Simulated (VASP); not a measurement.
# SiC (R3m) in VASP: notebook

Runs on SiC. Level: PBE. Tasks: single point.

All numbers are computed with VASP 6.6.1; they aren't measurements. Logs are shortened: lines on timing, memory, paths and dates and some standing lists are left out, and cuts for length are marked.

### 1 The cell of the first run

Symmetry: R3m, No. 160, trigonal system. The conventional cell has a = 2.982 Å, b = 2.982 Å, c = 7.788 Å, α = 90.00°, β = 90.00°, γ = 120.00°. Si (site symmetry 3m) has 4 C at 1.84 to 1.95 Å within 2.4 Å. C (site symmetry 3m) has 4 Si at 1.84 to 1.95 Å within 2.4 Å.

### 2 Single point, PBE

INCAR reads:

```
PREC = Accurate ; ENCUT = 520
EDIFF = 1E-6 ; ISMEAR = 0
SIGMA = 0.05 ; LREAL = False
LASPH = True ; NELM = 60
ALGO = Normal ; ISIF = 2
LWAVE = False ; LCHARG = True
GGA = PE ; LELF = True
LVHAR = True ; NBANDS = 11
```

KPOINTS reads:

```
Automatic mesh
0
Gamma
  12 12 12
```

POSCAR reads:

```
SiC
1.0
    0.0000000000      2.1086783444      2.1086783444
    2.1086783444      0.0000000000      2.1086783444
    2.2017413487      2.2017413487     -0.0930630043
Si C
1 1
Direct
    0.0000000000      0.0000000000      0.0000000000
    0.7500000000      0.7500000000      0.7500000000
```

Potentials or basis: VASP PAW PBE potentials, release 64 (Si, C).

Command:

```
> cat potpaw_PBE.64/Si/POTCAR potpaw_PBE.64/C/POTCAR > POTCAR
> mpirun -np 1 vasp_std > vasp.out
```

OUTCAR:

```text
PREC = Accurate
   ENCUT = 520
   EDIFF = 1E-6
   ISMEAR = 0
   LREAL = False
   LASPH = True
   NELM = 60
   ISIF = 2
   GGA = PE

 ion  position               nearest neighbor table
   1  0.000  0.000  0.000-   2 1.84   2 1.84   2 1.84   2 1.95
   2  0.750  0.750  0.750-   1 1.84   1 1.84   1 1.84   1 1.95

  LATTYP: Found a trigonal (rhomboedric) cell.
 ALAT       =     3.1151228958
 COS(alpha) =     0.5417839405

  Lattice vectors:

 A1 = (   2.2017413487,   0.0930630043,  -2.2017413487)
 A2 = (   0.0930630043,   2.2017413487,  -2.2017413487)
 A3 = (   2.2017413487,   2.2017413487,  -0.0930630043)

Analysis of symmetry for initial positions (statically):
=====================================================================
 Subroutine PRICEL returns:
 Original cell was already a primitive cell.

 Routine SETGRP: Setting up the symmetry group for a
 trigonal (rhombohedral) supercell.

 Subroutine GETGRP returns: Found  6 space group operations
 (whereof  6 operations were pure point group operations)
 out of a pool of 12 trial point group operations.

The static configuration has the point symmetry C_3v.

Analysis of symmetry for dynamics (positions and initial velocities):
=====================================================================
 Subroutine PRICEL returns:
 Original cell was already a primitive cell.

 Routine SETGRP: Setting up the symmetry group for a
 trigonal (rhombohedral) supercell.

 Subroutine GETGRP returns: Found  6 space group operations
 (whereof  6 operations were pure point group operations)
 out of a pool of 12 trial point group operations.

The dynamic configuration has the point symmetry C_3v.

 Subroutine INISYM returns: Found  6 space group operations
 (whereof  6 operations are pure point group operations),
 and found     1 'primitive' translations

----------------------------------------------------------------------------------------

                                     Primitive cell

  volume of cell :      19.9940

  direct lattice vectors                    reciprocal lattice vectors
     0.000000000  2.108678344  2.108678344    -0.232207877  0.242022819  0.232207877
     2.108678344  0.000000000  2.108678344     0.242022819 -0.232207877  0.232207877
     2.201741349  2.201741349 -0.093063004     0.222392936  0.222392936 -0.222392936

  length of vectors
     2.982121513  2.982121513  3.115122896     0.407941223  0.407941223  0.385195864

  position of ions in fractional coordinates (direct lattice)
     0.000000000  0.000000000  0.000000000
[... 82 lines left out ...]
   IBRION =     -1    ionic relax: 0-MD 1-quasi-New 2-CG
   NFREE  =      0    steps in history (QN), initial steepest desc. (CG)
   ISIF   =      2    stress and relaxation
   ISYM   =      2    0-nonsym 1-usesym 2-fastsym
   POTIM  = 0.5000    time-step for ionic-motion
   TEBEG  =    0.0;   TEEND  =   0.0 temperature during run
   PSTRESS=    0.0 pullay stress
   NELECT =       8.0000    total number of electrons
   NUPDOWN=      -1.0000    fix difference up-down
   EMIN   =  10.00;   EMAX   =-10.00  energy-range for DOS
   EFERMI =   0.00;   METHOD = LEGACY
   ISMEAR =     0;   SIGMA  =   0.05  broadening in eV -4-tet -1-fermi 0-gaus
   EFERMI_NEDOS =   21; number of points for ismear=-14 and -15
   IALGO  =     38    algorithm
   IMIX   =      4    mixing-type and parameters
     AMIX     =   0.40;   BMIX     =  1.00
     AMIX_MAG =   1.60;   BMIX_MAG =  1.00
  volume/ion in A,a.u.               =      10.00        67.46
  Fermi-wavevector in a.u.,A,eV,Ry     =   1.206345  2.279662 19.800133  1.455269
  Thomas-Fermi vector in A             =   2.342015
   LORBIT       =      0    0 simple, 1 ext, 2 COOP (PROOUT), +10 PAW based schemes
   GGA     = PE    functional components
   LHFCALC =     F    Hartree Fock is set to
   AEXX    =    0.0000 exact exchange contribution
   IVDW    =     0    specifies the selected vdW correction
   LEPSILON=     F    determine dielectric tensor
   LRPA    =     F    only Hartree local field effects (RPA)
 non-spin polarized calculation
 Gauss-broadening in eV      SIGMA  =   0.05
  energy-cutoff  :      520.00
  volume of cell :       19.99
 maximum number of plane-waves:       568
 NGX is ok and might be reduce to    24
   NGX = 11   NGY = 11   NGZ = 11

 number of electron       7.9999999 magnetization

 Free energy of the ion-electron system (eV)
  ---------------------------------------------------
  ext. energy  EPLUGINS =         0.00000000
  ---------------------------------------------------
  free energy    TOTEN  =       -14.92656212 eV

  energy without entropy =      -14.92656212  energy(sigma->0) =      -14.92656212

 E-fermi :   8.9442     XC(G=0): -11.5054

 val. band max:        8.6438484432   @ k =   0.0000   0.0000   0.0000
 cond. band min:       9.7543260665   @ k =   0.5000   0.5000   0.0000
 fundamental gap:      1.1104776233
 Fermi energy:         8.9441541354

 k-point     1 :       0.0000    0.0000    0.0000
  band No.  band energies     occupation
      1      -7.1912      2.00000
      2       8.1831      2.00000
      3       8.6438      2.00000
      4       8.6438      2.00000
      5      13.8928      0.00000
      6      16.3518      0.00000
      7      16.5753      0.00000
      8      16.5753      0.00000
      9      23.2490      0.00000
     10      23.2490      0.00000
     11      25.3543      0.00000
[... 309 lines left out ...]
 k-point    24 :      -0.4167    0.1667    0.0000
  band No.  band energies     occupation
      1      -2.9818      2.00000
      2       0.3477      2.00000
      3       5.3333      2.00000
      4       6.7969      2.00000
      5      13.4519      0.00000
      6      15.9924      0.00000
      7      17.1356      0.00000
      8      20.0698      0.00000
      9      23.5442      0.00000
     10      24.4236      0.00000
     11      27.3175      0.00000

 [... further k-points ...]
[... 5 lines left out ...]
  --------------------------------------------------------------------------------------
  -------------------------------------------------------------------------------------
  Total        1.5916968      1.5916968      1.5916968     -1.5298497      1.5298497      1.5298497
  in kB      127.5472903    127.5472903    127.5472903   -122.5913001    122.5913001    122.5913001
  external PRESSURE =     127.5472903 kB  Pullay stress =       0.0000000 kB

 VOLUME and BASIS-vectors are now :
 -----------------------------------------------------------------------------
  energy-cutoff  :      520.00
  volume of cell :       19.99
      direct lattice vectors                 reciprocal lattice vectors
     0.000000000  2.108678344  2.108678344    -0.232207877  0.242022819  0.232207877
     2.108678344  0.000000000  2.108678344     0.242022819 -0.232207877  0.232207877
     2.201741349  2.201741349 -0.093063004     0.222392936  0.222392936 -0.222392936

 POSITION                                       TOTAL-FORCE (eV/Angst)
 -----------------------------------------------------------------------------------
      0.00000      0.00000      0.00000         0.321609      0.321609     -0.321609
      3.23281      3.23281      3.09322        -0.321609     -0.321609      0.321609
 -----------------------------------------------------------------------------------
    total drift:                               -0.000111     -0.000111      0.000111

  FREE ENERGIE OF THE ION-ELECTRON SYSTEM (eV)
  ---------------------------------------------------
  free  energy   TOTEN  =       -14.9265621160 eV

  energy  without entropy=      -14.9265621160  energy(sigma->0) =      -14.92656212
```

OSZICAR:

```text
N       E                     dE             d eps       ncg     rms          rms(c)
DAV:   1     0.382788039719E+01    0.38279E+01   -0.40119E+03  4358   0.619E+02
DAV:   2    -0.163217657606E+02   -0.20150E+02   -0.19145E+02  5156   0.111E+02
DAV:   3    -0.169142191178E+02   -0.59245E+00   -0.59139E+00  5093   0.158E+01
DAV:   4    -0.169163508833E+02   -0.21318E-02   -0.21316E-02  4709   0.121E+00
DAV:   5    -0.169163601178E+02   -0.92345E-05   -0.92344E-05  5091   0.740E-02    0.924E+00
DAV:   6    -0.149989189328E+02    0.19174E+01   -0.66542E+00  4680   0.117E+01    0.411E+00
DAV:   7    -0.149347758701E+02    0.64143E-01   -0.43971E-01  5066   0.378E+00    0.187E+00
DAV:   8    -0.149263476156E+02    0.84283E-02   -0.23199E-02  4704   0.101E+00    0.180E-01
DAV:   9    -0.149264623532E+02   -0.11474E-03   -0.18774E-03  5122   0.262E-01    0.113E-01
DAV:  10    -0.149265540800E+02   -0.91727E-04   -0.23171E-04  4581   0.972E-02    0.320E-02
DAV:  11    -0.149265619415E+02   -0.78615E-05   -0.30514E-05  4995   0.336E-02    0.119E-02
DAV:  12    -0.149265621160E+02   -0.17452E-06   -0.19563E-06  4267   0.929E-03
   1 F= -.14926562E+02 E0= -.14926562E+02  d E =-.703679E-20
```

It took 54 s on 1 thread of AMD EPYC 7R43 (Zen 3), shared host; peak memory 0.12 GiB.

What came out:

```yaml
Free_energy: -14.9266 eV
Pressure: 12.8 GPa
Largest_force: 0.557 eV/Å
Band_gap_on_the_k_mesh: 1.11 eV, indirect (least direct gap 4.16 eV)
```

Forces in eV/Å, atoms in the order of the input:
```
Si   0.322  0.322 -0.322
C   -0.322 -0.322  0.322
```

### 3 Single point, PBE

This run uses another cell than the first one, of 10.25 Å³/atom, 1.025 times its volume.

INCAR reads:

```
SYSTEM = SiC
PREC     = Accurate       ! precision mode
ENCUT    = 520            ! plane-wave cutoff, eV
EDIFF    = 1E-6           ! SCF threshold, eV
ISMEAR   = 0              ! smearing method
SIGMA    = 0.05           ! smearing width, eV
LREAL    = .False.        ! projectors in reciprocal space
LASPH    = .True.         ! aspherical terms in the spheres
NELM     = 80             ! most SCF steps
ALGO     = Normal         ! electronic algorithm
ISIF     = 2              ! what is computed and relaxed
LWAVE    = .False.        ! write WAVECAR
LCHARG   = .True.         ! write CHGCAR
GGA      = PE             ! functional
LELF     = .True.         ! ELF
LVHAR    = .True.       
NBANDS   = 11             ! bands
```

KPOINTS reads:

```
Automatic mesh
0
Gamma
  12 12 12
  0 0 0
```

POSCAR reads:

```
SiC
1.0
    0.0000000000      2.1838061621      2.1838061621
    2.1838061621      0.0000000000      2.1838061621
    2.1606578167      2.1606578167      0.0231483453
Si C
1 1
Direct
    0.0000000000      0.0000000000      0.0000000000
    0.7500000000      0.7500000000      0.7500000000
```

Potentials or basis: VASP PAW PBE potentials, release 64 (Si, C).

Command:

```
> cat potpaw_PBE.64/Si/POTCAR potpaw_PBE.64/C/POTCAR > POTCAR
> mpirun -np 1 vasp_std > vasp.out
```

OUTCAR:

```text
SYSTEM = SiC
   PREC = Accurate
   ENCUT = 520
   EDIFF = 1E-6
   ISMEAR = 0
   LREAL = .False.
   LASPH = .True.
   NELM = 80
   ISIF = 2
   GGA = PE

 ion  position               nearest neighbor table
   1  0.000  0.000  0.000-   2 1.86   2 1.89   2 1.89   2 1.89
   2  0.750  0.750  0.750-   1 1.86   1 1.89   1 1.89   1 1.89

  LATTYP: Found a trigonal (rhomboedric) cell.
 ALAT       =     3.0557192685
 COS(alpha) =     0.4892583576

  Lattice vectors:

 A1 = (   2.1606578167,  -0.0231483454,  -2.1606578168)
 A2 = (  -0.0231483454,   2.1606578167,  -2.1606578168)
 A3 = (   2.1606578167,   2.1606578167,   0.0231483453)

Analysis of symmetry for initial positions (statically):
=====================================================================
 Subroutine PRICEL returns:
 Original cell was already a primitive cell.

 Routine SETGRP: Setting up the symmetry group for a
 trigonal (rhombohedral) supercell.

 Subroutine GETGRP returns: Found  6 space group operations
 (whereof  6 operations were pure point group operations)
 out of a pool of 12 trial point group operations.

The static configuration has the point symmetry C_3v.

Analysis of symmetry for dynamics (positions and initial velocities):
=====================================================================
 Subroutine PRICEL returns:
 Original cell was already a primitive cell.

 Routine SETGRP: Setting up the symmetry group for a
 trigonal (rhombohedral) supercell.

 Subroutine GETGRP returns: Found  6 space group operations
 (whereof  6 operations were pure point group operations)
 out of a pool of 12 trial point group operations.

The dynamic configuration has the point symmetry C_3v.

 Subroutine INISYM returns: Found  6 space group operations
 (whereof  6 operations are pure point group operations),
 and found     1 'primitive' translations

----------------------------------------------------------------------------------------

                                     Primitive cell

  volume of cell :      20.4980
[... 112 lines left out ...]
  Thomas-Fermi vector in A             =   2.332318
   LORBIT       =      0    0 simple, 1 ext, 2 COOP (PROOUT), +10 PAW based schemes
   GGA     = PE    functional components
   LHFCALC =     F    Hartree Fock is set to
   AEXX    =    0.0000 exact exchange contribution
   IVDW    =     0    specifies the selected vdW correction
   LEPSILON=     F    determine dielectric tensor
   LRPA    =     F    only Hartree local field effects (RPA)
 non-spin polarized calculation
 Gauss-broadening in eV      SIGMA  =   0.05
  energy-cutoff  :      520.00
  volume of cell :       20.50
 maximum number of plane-waves:       568
   NGX = 11   NGY = 11   NGZ = 11

 number of electron       8.0000001 magnetization

 Free energy of the ion-electron system (eV)
  ---------------------------------------------------
  ext. energy  EPLUGINS =         0.00000000
  ---------------------------------------------------
  free energy    TOTEN  =       -15.04638451 eV

  energy without entropy =      -15.04638451  energy(sigma->0) =      -15.04638451

 E-fermi :   8.5694     XC(G=0): -11.3974

 val. band max:        8.2722962538   @ k =   0.0000   0.0000   0.0000
 cond. band min:       9.5564956211   @ k =   0.5000   0.5000  -0.0000
 fundamental gap:      1.2841993672
 Fermi energy:         8.5694159672

 k-point     1 :       0.0000    0.0000    0.0000
  band No.  band energies     occupation
      1      -7.2653      2.00000
      2       8.1823      2.00000
      3       8.1823      2.00000
      4       8.2723      2.00000
      5      14.4906      0.00000
      6      15.4632      0.00000
      7      15.4632      0.00000
      8      15.9059      0.00000
      9      22.7775      0.00000
     10      22.7775      0.00000
     11      24.8379      0.00000
[... 309 lines left out ...]
 k-point    24 :      -0.4167    0.1667    0.0000
  band No.  band energies     occupation
      1      -3.3847      2.00000
      2       0.1542      2.00000
      3       5.1265      2.00000
      4       6.7441      2.00000
      5      13.4629      0.00000
      6      16.0558      0.00000
      7      16.9066      0.00000
      8      19.4293      0.00000
      9      22.8833      0.00000
     10      23.7953      0.00000
     11      26.4594      0.00000

 [... further k-points ...]
[... 5 lines left out ...]
  --------------------------------------------------------------------------------------
  -------------------------------------------------------------------------------------
  Total        0.6975108      0.6975108      0.6975108      0.3899891     -0.3899891     -0.3899891
  in kB       54.5192715     54.5192715     54.5192715     30.4825685    -30.4825685    -30.4825685
  external PRESSURE =      54.5192715 kB  Pullay stress =       0.0000000 kB

 VOLUME and BASIS-vectors are now :
 -----------------------------------------------------------------------------
  energy-cutoff  :      520.00
  volume of cell :       20.50
      direct lattice vectors                 reciprocal lattice vectors
     0.000000000  2.183806162  2.183806162    -0.230191133  0.227724966  0.230191133
     2.183806162  0.000000000  2.183806162     0.227724966 -0.230191133  0.230191133
     2.160657817  2.160657817  0.023148345     0.232657301  0.232657301 -0.232657301

 POSITION                                       TOTAL-FORCE (eV/Angst)
 -----------------------------------------------------------------------------------
      0.00000      0.00000      0.00000        -0.102383     -0.102383      0.102383
      3.25835      3.25835      3.29307         0.102383      0.102383     -0.102383
 -----------------------------------------------------------------------------------
    total drift:                               -0.000019     -0.000019      0.000019

  FREE ENERGIE OF THE ION-ELECTRON SYSTEM (eV)
  ---------------------------------------------------
  free  energy   TOTEN  =       -15.0463845059 eV

  energy  without entropy=      -15.0463845059  energy(sigma->0) =      -15.04638451
```

stdout:

```text
POSCAR found type information on POSCAR SiC
 POSCAR found :  2 types and       2 ions
 scaLAPACK will be used
 LDA part: xc-table for (Slater+PW92), standard interpolation
 POSCAR, INCAR and KPOINTS ok, starting setup
 FFT: planning ... GRIDC
 FFT: planning ... GRID_SOFT
 FFT: planning ... GRID
 WAVECAR not read
 entering main loop
```

Run time: 51 s. Hardware: 1 thread of AMD EPYC 7R43 (Zen 3), shared host; peak memory 0.13 GiB.

What came out:

```yaml
Free_energy: -15.0464 eV
Pressure: 5.5 GPa
Largest_force: 0.177 eV/Å
Band_gap_on_the_k_mesh: 1.28 eV, indirect (least direct gap 4.46 eV)
```

Forces in eV/Å, atoms in the order of the input:
```
Si  -0.102 -0.102  0.102
C    0.102  0.102 -0.102
```
